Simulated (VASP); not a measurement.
# SrTiO3 (Pm-3m) in VASP: notebook

Runs on SrTiO3. Level: LDA. Tasks: single point.

All numbers are computed with VASP 6.6.1; they aren't measurements. Logs are shortened: lines on timing, memory, paths and dates and some standing lists are left out, and cuts for length are marked.

## (1) The cell of the first run

The structure is cubic, space group Pm-3m (No. 221). Conventional cell: a = 3.907 Å, b = 3.907 Å, c = 3.907 Å, α = 90.00°, β = 90.00°, γ = 90.00°. Sr (site symmetry m-3m) has 12 O at 2.76 Å and 8 Ti at 3.38 Å within 3.6 Å. Ti (site symmetry m-3m) has 6 O at 1.95 Å within 2.6 Å. O (site symmetry 4/mmm) has 2 Ti at 1.95 Å within 2.6 Å.

## (2) Single point, LDA

INCAR

```
  PREC = Accurate
  ENCUT = 1340
  EDIFF = 1E-6
  ISMEAR = 0
  SIGMA = 0.01
  LREAL = False
  LASPH = True
  NELM = 120
  ALGO = Normal
  ISIF = 2
  LWAVE = False
  LCHARG = False
  GGA = CA
  NBANDS = 28
  GGA_COMPAT = False
```

KPOINTS

```
regular mesh
0
Gamma
  6 6 6
```

POSCAR

```
SrTiO3
1.0
    3.9068514982      0.0000000000      0.0000000000
    0.0000000000      3.9068514982      0.0000000000
    0.0000000000      0.0000000000      3.9068514982
Sr Ti O
1 1 3
Direct
    0.5000000000      0.5000000000      0.5000000000
    0.0000000000      0.0000000000      0.0000000000
    0.5000000000      0.0000000000      0.0000000000
    0.0000000000      0.5000000000      0.0000000000
    0.0000000000      0.0000000000      0.5000000000
```

Potentials or basis: VASP PAW LDA potentials, release 64 (Sr_sv, Ti_sv, O_h).

On the command line:

```
> cat potpaw_LDA.64/Sr_sv/POTCAR potpaw_LDA.64/Ti_sv/POTCAR potpaw_LDA.64/O_h/POTCAR > POTCAR
> mpirun -np 1 vasp_std > vasp.out
```

OUTCAR:

```text
PREC = Accurate
   ENCUT = 1340
   EDIFF = 1E-6
   ISMEAR = 0
   LREAL = False
   LASPH = True
   NELM = 120
   ISIF = 2
   GGA = CA

 ion  position               nearest neighbor table
   1  0.500  0.500  0.500-   3 2.76   4 2.76   5 2.76   3 2.76   4 2.76   3 2.76   5 2.76   3 2.76
                             4 2.76   5 2.76   4 2.76   5 2.76   2 3.38   2 3.38   2 3.38   2 3.38
   2  0.000  0.000  0.000-   3 1.95   4 1.95   5 1.95   5 1.95   4 1.95   3 1.95   1 3.38   1 3.38
                             1 3.38   1 3.38   1 3.38   1 3.38   1 3.38   1 3.38
   3  0.500  0.000  0.000-   2 1.95   2 1.95   1 2.76   1 2.76   1 2.76   1 2.76
   4  0.000  0.500  0.000-   2 1.95   2 1.95   1 2.76   1 2.76   1 2.76   1 2.76
   5  0.000  0.000  0.500-   2 1.95   2 1.95   1 2.76   1 2.76   1 2.76   1 2.76

  LATTYP: Found a simple cubic cell.
 ALAT       =     3.9068514982

  Lattice vectors:

 A1 = (   3.9068514982,   0.0000000000,   0.0000000000)
 A2 = (   0.0000000000,   3.9068514982,   0.0000000000)
 A3 = (   0.0000000000,   0.0000000000,   3.9068514982)

Analysis of symmetry for initial positions (statically):
=====================================================================
 Subroutine PRICEL returns:
 Original cell was already a primitive cell.

 Routine SETGRP: Setting up the symmetry group for a
 simple cubic supercell.

 Subroutine GETGRP returns: Found 48 space group operations
 (whereof 48 operations were pure point group operations)
 out of a pool of 48 trial point group operations.

The static configuration has the point symmetry O_h .

Analysis of symmetry for dynamics (positions and initial velocities):
=====================================================================
 Subroutine PRICEL returns:
 Original cell was already a primitive cell.

 Routine SETGRP: Setting up the symmetry group for a
 simple cubic supercell.

 Subroutine GETGRP returns: Found 48 space group operations
 (whereof 48 operations were pure point group operations)
 out of a pool of 48 trial point group operations.

The dynamic configuration has the point symmetry O_h .

 Subroutine INISYM returns: Found 48 space group operations
 (whereof 48 operations are pure point group operations),
 and found     1 'primitive' translations

----------------------------------------------------------------------------------------

                                     Primitive cell

  volume of cell :      59.6322

  direct lattice vectors                    reciprocal lattice vectors
     3.906851498  0.000000000  0.000000000     0.255960586  0.000000000  0.000000000
[... 92 lines left out ...]
   NFREE  =      0    steps in history (QN), initial steepest desc. (CG)
   ISIF   =      2    stress and relaxation
   ISYM   =      2    0-nonsym 1-usesym 2-fastsym
   POTIM  = 0.5000    time-step for ionic-motion
   TEBEG  =    0.0;   TEEND  =   0.0 temperature during run
   PSTRESS=    0.0 pullay stress
   NELECT =      40.0000    total number of electrons
   NUPDOWN=      -1.0000    fix difference up-down
   EMIN   =  10.00;   EMAX   =-10.00  energy-range for DOS
   EFERMI =   0.00;   METHOD = LEGACY
   ISMEAR =     0;   SIGMA  =   0.01  broadening in eV -4-tet -1-fermi 0-gaus
   EFERMI_NEDOS =   21; number of points for ismear=-14 and -15
   IALGO  =     38    algorithm
   IMIX   =      4    mixing-type and parameters
     AMIX     =   0.40;   BMIX     =  1.00
     AMIX_MAG =   1.60;   BMIX_MAG =  1.00
  volume/ion in A,a.u.               =      11.93        80.48
  Fermi-wavevector in a.u.,A,eV,Ry     =   1.433072  2.708113 27.942211  2.053695
  Thomas-Fermi vector in A             =   2.552630
   LORBIT       =      0    0 simple, 1 ext, 2 COOP (PROOUT), +10 PAW based schemes
   GGA     = CA    functional components
   LHFCALC =     F    Hartree Fock is set to
   AEXX    =    0.0000 exact exchange contribution
   IVDW    =     0    specifies the selected vdW correction
   LEPSILON=     F    determine dielectric tensor
   LRPA    =     F    only Hartree local field effects (RPA)
 non-spin polarized calculation
 Gauss-broadening in eV      SIGMA  =   0.01
  energy-cutoff  :     1340.00
  volume of cell :       59.63
 maximum number of plane-waves:      6704
 NGX is ok and might be reduce to    48
   NGX = 23   NGY = 23   NGZ = 23

 number of electron      40.0000002 magnetization

 Free energy of the ion-electron system (eV)
  ---------------------------------------------------
  ext. energy  EPLUGINS =         0.00000000
  ---------------------------------------------------
  free energy    TOTEN  =       -44.16363177 eV

  energy without entropy =      -44.16363177  energy(sigma->0) =      -44.16363177

 E-fermi :   4.4004     XC(G=0): -11.7940

 val. band max:        4.2511404668   @ k =   0.5000   0.5000   0.5000
 cond. band min:       6.0041521672   @ k =   0.0000   0.0000   0.0000
 fundamental gap:      1.7530117004
 Fermi energy:         4.4003626805

 k-point     1 :       0.0000    0.0000    0.0000
  band No.  band energies     occupation
      1     -51.4792      2.00000
      2     -28.2406      2.00000
      3     -28.1297      2.00000
      4     -28.1297      2.00000
      5     -28.1297      2.00000
      6     -12.8689      2.00000
[... 609 lines left out ...]
     27      12.6345      0.00000
     28      12.6345      0.00000

------------------------ aborting loop because EDIFF is reached ----------------------------------------

  FORCE on cell =-STRESS in cart. coord.  units (eV):
  Direction    XX          YY          ZZ          XY          YZ          ZX
  --------------------------------------------------------------------------------------
  -------------------------------------------------------------------------------------
  Total       -2.5095867     -2.5095867     -2.5095867      0.0000000      0.0000000     -0.0000000
  in kB      -67.4267260    -67.4267260    -67.4267260      0.0000000      0.0000000     -0.0000000
  external PRESSURE =     -67.4267260 kB  Pullay stress =       0.0000000 kB

 VOLUME and BASIS-vectors are now :
 -----------------------------------------------------------------------------
  energy-cutoff  :     1340.00
  volume of cell :       59.63
      direct lattice vectors                 reciprocal lattice vectors
     3.906851498  0.000000000  0.000000000     0.255960586  0.000000000  0.000000000
     0.000000000  3.906851498  0.000000000     0.000000000  0.255960586  0.000000000
     0.000000000  0.000000000  3.906851498     0.000000000  0.000000000  0.255960586

 POSITION                                       TOTAL-FORCE (eV/Angst)
 -----------------------------------------------------------------------------------
      1.95343      1.95343      1.95343         0.000000      0.000000      0.000000
      0.00000      0.00000      0.00000         0.000000      0.000000      0.000000
      1.95343      0.00000      0.00000         0.000000      0.000000      0.000000
      0.00000      1.95343      0.00000         0.000000      0.000000      0.000000
      0.00000      0.00000      1.95343         0.000000      0.000000      0.000000
 -----------------------------------------------------------------------------------
    total drift:                                0.000000     -0.000000      0.000000

  FREE ENERGIE OF THE ION-ELECTRON SYSTEM (eV)
  ---------------------------------------------------
  free  energy   TOTEN  =       -44.1636317689 eV

  energy  without entropy=      -44.1636317689  energy(sigma->0) =      -44.16363177
```

OSZICAR:

```text
N       E                     dE             d eps       ncg     rms          rms(c)
DAV:   1     0.643834155617E+03    0.64383E+03   -0.36020E+04  1120   0.313E+03
DAV:   2     0.657925377693E+02   -0.57804E+03   -0.55590E+03  1160   0.647E+02
DAV:   3    -0.466519045518E+02   -0.11244E+03   -0.10650E+03  1592   0.210E+02
DAV:   4    -0.539243657123E+02   -0.72725E+01   -0.72445E+01  1552   0.509E+01
DAV:   5    -0.541598158261E+02   -0.23545E+00   -0.23514E+00  1712   0.885E+00    0.267E+01
DAV:   6    -0.443716890600E+02    0.97881E+01   -0.51215E+01  1652   0.637E+01    0.153E+01
DAV:   7    -0.443172611780E+02    0.54428E-01   -0.84642E+00  1484   0.215E+01    0.113E+01
DAV:   8    -0.442417809257E+02    0.75480E-01   -0.17187E+00  1320   0.134E+01    0.298E+00
DAV:   9    -0.441814976053E+02    0.60283E-01   -0.36604E-01  1432   0.559E+00    0.140E+00
DAV:  10    -0.441691261407E+02    0.12371E-01   -0.11894E-01  1524   0.267E+00    0.719E-01
DAV:  11    -0.441639064223E+02    0.52197E-02   -0.21613E-02  1864   0.133E+00    0.210E-01
DAV:  12    -0.441636913673E+02    0.21506E-03   -0.23811E-03  1380   0.466E-01    0.119E-01
DAV:  13    -0.441636694707E+02    0.21897E-04   -0.68509E-04  1732   0.185E-01    0.808E-02
DAV:  14    -0.441636372212E+02    0.32249E-04   -0.34840E-04  1440   0.218E-01    0.358E-02
DAV:  15    -0.441636333695E+02    0.38517E-05   -0.33064E-05  1468   0.472E-02    0.171E-02
DAV:  16    -0.441636320252E+02    0.13443E-05   -0.57113E-06  1440   0.243E-02    0.715E-03
DAV:  17    -0.441636317689E+02    0.25625E-06   -0.13324E-06   948   0.130E-02
   1 F= -.44163632E+02 E0= -.44163632E+02  d E =-.154373-100
```

It took 70 s on 1 thread of Intel Xeon 6975P-C (Granite Rapids), shared host; peak memory 0.37 GiB.

Results:

| Quantity | Value |
| --- | --- |
| Free energy | -44.1636 eV |
| Pressure | -6.7 GPa |
| Band gap on the k mesh | 1.75 eV (least direct gap 2.11 eV) |

Caveat: the cell stands under tension.

## (3) Single point, LDA

This run uses another cell than the first one, of 11.45 Å³/atom.

INCAR

```
SYSTEM = SrTiO3
PREC = Accurate
ENCUT = 1340
EDIFF = 1E-6
ISMEAR = -1
SIGMA = 0.02
LREAL = .FALSE.
LASPH = .TRUE.
NELM = 120
ALGO = Normal
ISIF = 2
LWAVE = .FALSE.
LCHARG = .FALSE.
GGA = CA
NBANDS = 28
GGA_COMPAT = .FALSE.
```

KPOINTS

```
Automatic mesh
0
G
  6 6 6
  0 0 0
```

POSCAR, as its differences from that of step 2:

```diff
@@ -2,5 +2,5 @@
 1.0
-    3.9068514982      0.0000000000      0.0000000000
-    0.0000000000      3.9068514982      0.0000000000
-    0.0000000000      0.0000000000      3.9068514982
+    3.8542325403      0.0000000000      0.0000000000
+    0.0000000000      3.8542325403      0.0000000000
+    0.0000000000      0.0000000000      3.8542325403
 Sr Ti O
```

Potentials or basis: VASP PAW LDA potentials, release 64 (Sr_sv, Ti_sv, O_h).

On the command line:

```
> cat potpaw_LDA.64/Sr_sv/POTCAR potpaw_LDA.64/Ti_sv/POTCAR potpaw_LDA.64/O_h/POTCAR > POTCAR
> mpirun -np 1 vasp_std > vasp.out
```

OUTCAR:

```text
SYSTEM = SrTiO3
   PREC = Accurate
   ENCUT = 1340
   EDIFF = 1E-6
   ISMEAR = -1
   LREAL = .FALSE.
   LASPH = .TRUE.
   NELM = 120
   ISIF = 2
   GGA = CA

 ion  position               nearest neighbor table
   1  0.500  0.500  0.500-   3 2.73   4 2.73   5 2.73   3 2.73   4 2.73   3 2.73   5 2.73   3 2.73
                             4 2.73   5 2.73   4 2.73   5 2.73   2 3.34   2 3.34   2 3.34   2 3.34
   2  0.000  0.000  0.000-   3 1.93   4 1.93   5 1.93   5 1.93   4 1.93   3 1.93   1 3.34   1 3.34
                             1 3.34   1 3.34   1 3.34   1 3.34   1 3.34   1 3.34
   3  0.500  0.000  0.000-   2 1.93   2 1.93   1 2.73   1 2.73   1 2.73   1 2.73
   4  0.000  0.500  0.000-   2 1.93   2 1.93   1 2.73   1 2.73   1 2.73   1 2.73
   5  0.000  0.000  0.500-   2 1.93   2 1.93   1 2.73   1 2.73   1 2.73   1 2.73

  LATTYP: Found a simple cubic cell.
 ALAT       =     3.8542325403

  Lattice vectors:

 A1 = (   3.8542325403,   0.0000000000,   0.0000000000)
 A2 = (   0.0000000000,   3.8542325403,   0.0000000000)
 A3 = (   0.0000000000,   0.0000000000,   3.8542325403)

Analysis of symmetry for initial positions (statically):
=====================================================================
 Subroutine PRICEL returns:
 Original cell was already a primitive cell.

 Routine SETGRP: Setting up the symmetry group for a
 simple cubic supercell.

 Subroutine GETGRP returns: Found 48 space group operations
 (whereof 48 operations were pure point group operations)
 out of a pool of 48 trial point group operations.

The static configuration has the point symmetry O_h .

Analysis of symmetry for dynamics (positions and initial velocities):
=====================================================================
 Subroutine PRICEL returns:
 Original cell was already a primitive cell.

 Routine SETGRP: Setting up the symmetry group for a
 simple cubic supercell.

[... 123 lines left out ...]
   IMIX   =      4    mixing-type and parameters
     AMIX     =   0.40;   BMIX     =  1.00
     AMIX_MAG =   1.60;   BMIX_MAG =  1.00
  volume/ion in A,a.u.               =      11.45        77.28
  Fermi-wavevector in a.u.,A,eV,Ry     =   1.452636  2.745085 28.710367  2.110152
  Thomas-Fermi vector in A             =   2.569995
   LORBIT       =      0    0 simple, 1 ext, 2 COOP (PROOUT), +10 PAW based schemes
   GGA     = CA    functional components
   LHFCALC =     F    Hartree Fock is set to
   AEXX    =    0.0000 exact exchange contribution
   IVDW    =     0    specifies the selected vdW correction
   LEPSILON=     F    determine dielectric tensor
   LRPA    =     F    only Hartree local field effects (RPA)
 non-spin polarized calculation
  energy-cutoff  :     1340.00
  volume of cell :       57.26
 maximum number of plane-waves:      6432
 NGX is ok and might be reduce to    48
   NGX = 23   NGY = 23   NGZ = 23

 number of electron      40.0000004 magnetization

 Free energy of the ion-electron system (eV)
  ---------------------------------------------------
  ext. energy  EPLUGINS =         0.00000000
  ---------------------------------------------------
  free energy    TOTEN  =       -44.20465424 eV

  energy without entropy =      -44.20465424  energy(sigma->0) =      -44.20465424

 E-fermi :   5.2059     XC(G=0): -12.0063

 val. band max:        4.6133897925   @ k =   0.5000   0.5000   0.5000
 cond. band min:       6.4339006620   @ k =   0.0000   0.0000   0.0000
 fundamental gap:      1.8205108695
 Fermi energy:         5.2058653628

 k-point     1 :       0.0000    0.0000    0.0000
  band No.  band energies     occupation
      1     -50.9524      2.00000
      2     -27.7633      2.00000
      3     -27.6325      2.00000
      4     -27.6325      2.00000
      5     -27.6325      2.00000
      6     -12.6561      2.00000
[... 609 lines left out ...]
     27      13.4731      0.00000
     28      13.4731      0.00000

------------------------ aborting loop because EDIFF is reached ----------------------------------------

  FORCE on cell =-STRESS in cart. coord.  units (eV):
  Direction    XX          YY          ZZ          XY          YZ          ZX
  --------------------------------------------------------------------------------------
  -------------------------------------------------------------------------------------
  Total        0.3742415      0.3742415      0.3742415     -0.0000000      0.0000000     -0.0000000
  in kB       10.4724605     10.4724605     10.4724605     -0.0000000      0.0000000     -0.0000000
  external PRESSURE =      10.4724605 kB  Pullay stress =       0.0000000 kB

 VOLUME and BASIS-vectors are now :
 -----------------------------------------------------------------------------
  energy-cutoff  :     1340.00
  volume of cell :       57.26
      direct lattice vectors                 reciprocal lattice vectors
     3.854232540  0.000000000  0.000000000     0.259455025  0.000000000  0.000000000
     0.000000000  3.854232540  0.000000000     0.000000000  0.259455025  0.000000000
     0.000000000  0.000000000  3.854232540     0.000000000  0.000000000  0.259455025

 POSITION                                       TOTAL-FORCE (eV/Angst)
 -----------------------------------------------------------------------------------
      1.92712      1.92712      1.92712         0.000000      0.000000      0.000000
      0.00000      0.00000      0.00000         0.000000      0.000000      0.000000
      1.92712      0.00000      0.00000         0.000000      0.000000      0.000000
      0.00000      1.92712      0.00000         0.000000      0.000000      0.000000
      0.00000      0.00000      1.92712         0.000000      0.000000      0.000000
 -----------------------------------------------------------------------------------
    total drift:                                0.000000     -0.000000      0.000000

  FREE ENERGIE OF THE ION-ELECTRON SYSTEM (eV)
  ---------------------------------------------------
  free  energy   TOTEN  =       -44.2046542370 eV

  energy  without entropy=      -44.2046542370  energy(sigma->0) =      -44.20465424
```

stdout:

```text
POSCAR found type information on POSCAR SrTiO
 POSCAR found :  3 types and       5 ions
 scaLAPACK will be used
 LDA part: xc-table for (Slater(with rela. corr.)+CA(PZ))
 , standard interpolation
 POSCAR, INCAR and KPOINTS ok, starting setup
 FFT: planning ... GRIDC
 FFT: planning ... GRID_SOFT
 FFT: planning ... GRID
 WAVECAR not read
 entering main loop
```

Wall time 2.1 min (1 thread of Intel Xeon Platinum 8488C (Sapphire Rapids), shared host); peak memory 0.35 GiB.

Results:

```
Free energy            : -44.2047 eV
Pressure               : 1.0 GPa
Band gap on the k mesh : 1.82 eV (least direct gap 2.15 eV)
```

Levels at points of the mesh, in eV from the valence-band top:
| k point | band 16 | band 17 | band 18 | band 19 | band 20 | band 21 | band 22 | band 23 | band 24 | band 25 |
| --- | --- | --- | --- | --- | --- | --- | --- | --- | --- | --- |
| (0.00, 0.00, 0.00) | -1.26 | -1.26 | -0.33 | -0.33 | -0.33 | 1.82 | 1.82 | 1.82 | 4.61 | 4.61 |
| (0.50, 0.00, 0.00) | -2.50 | -2.50 | -2.17 | -0.73 | -0.73 | 2.02 | 3.95 | 3.95 | 4.65 | 6.97 |
| (0.50, 0.50, 0.00) | -3.08 | -1.70 | -1.62 | -1.62 | -0.10 | 3.96 | 3.96 | 4.41 | 5.68 | 8.01 |
| (0.50, 0.50, 0.50) | -3.89 | -3.89 | 0.00 | 0.00 | 0.00 | 4.68 | 4.68 | 4.68 | 7.00 | 7.00 |

A k mesh can miss the band edges. Expect the measured gap to be larger: semilocal functionals such as LDA lack the derivative discontinuity.
